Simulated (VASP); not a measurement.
Write the native input for VASP 6.6.1 that does the following.

```yaml
Task: relaxation of cell and atoms
Functional: PBE
Potentials_or_basis: VASP PAW PBE potentials, release 64 (K_sv, Pr_3, I), 4f in core
Cutoff: 500 eV
k_mesh: 2 × 2 × 2
Occupations: gaussian, width 0.15 eV
Spin: no spin polarisation
Dipole_correction: no
Mended: yes
Further_INCAR_settings: ALGO = Normal; EDIFF = 1e-07; IBRION = 2; EDIFFG = -0.08; NSW = 36; ISIF = 3
```

The structure of KPrI4 lies in POSCAR:

```
KPrI4
1.0
    0.0000000000      4.8610400100      4.8610400100
    4.8610400100      0.0000000000      4.8610400100
    4.8610400100      4.8610400100      0.0000000000
K Pr I
1 1 4
Direct
    0.0000000000      0.0000000000      0.0000000000
    0.2500000000      0.2500000000      0.2500000000
    0.1309999200      0.6230000300      0.6230000300
    0.6230000300      0.6230000300      0.6230000300
    0.6230000300      0.1309999200      0.6230000300
    0.6230000300      0.6230000300      0.1309999200
```

The cell was built from a structure type or drawn by symmetry, and may not be a known phase.

The input as run:

INCAR

```
PREC = Accurate ; ENCUT = 500
EDIFF = 1E-7 ; ISMEAR = 0
SIGMA = 0.15 ; LREAL = False
LASPH = True ; NELM = 200
ALGO = Normal ; ISIF = 3
LWAVE = False ; LCHARG = False
GGA = PE ; IBRION = 2
NSW = 36 ; EDIFFG = -0.08
GGA_COMPAT = False ; NELMIN = 4
LMAXMIX = 6
```

KPOINTS

```
Automatic mesh
0
Gamma
  2 2 2
```

Potentials or basis: VASP PAW PBE potentials, release 64 (K_sv, Pr_3, I), 4f in core.

Command:

```sh
$ cat potpaw_PBE.64/K_sv/POTCAR potpaw_PBE.64/Pr_3/POTCAR potpaw_PBE.64/I/POTCAR > POTCAR
$ mpirun -np 1 vasp_std > vasp.out
```

It gave:

```yaml
Relaxed_volume: 42.76 Å³/atom
Relaxed_cell: a = 7.133 Å, b = 7.133 Å, c = 7.133 Å, α = 60.00°, β = 60.00°, γ = 60.00°
Space_group_after_relaxing_to_0.1_Å: F-43m (No. 216)
Energy_gained_by_relaxing: 32.1 meV/atom
Ionic_steps: 3
Pressure_after_relaxing: -0.1 GPa
Largest_force_after_relaxing: 0.012 eV/Å
Band_gap_on_the_k_mesh: zero (bands 24 and 25 overlap by 0.09 eV)
```

Caveat: the k points lie up to 0.54 Å⁻¹ apart in the final cell; spin-orbit coupling is left out, which moves the levels of the heavy elements; the 4f electrons are frozen in the core, so they carry no moment and show no levels; the run has no spin polarisation, though such a crystal can be magnetic.

It took 2.1 min on 1 thread of Intel(R) Xeon(R) Platinum 8488C (Sapphire Rapids), with other jobs on the host, peak memory 0.37 GiB.
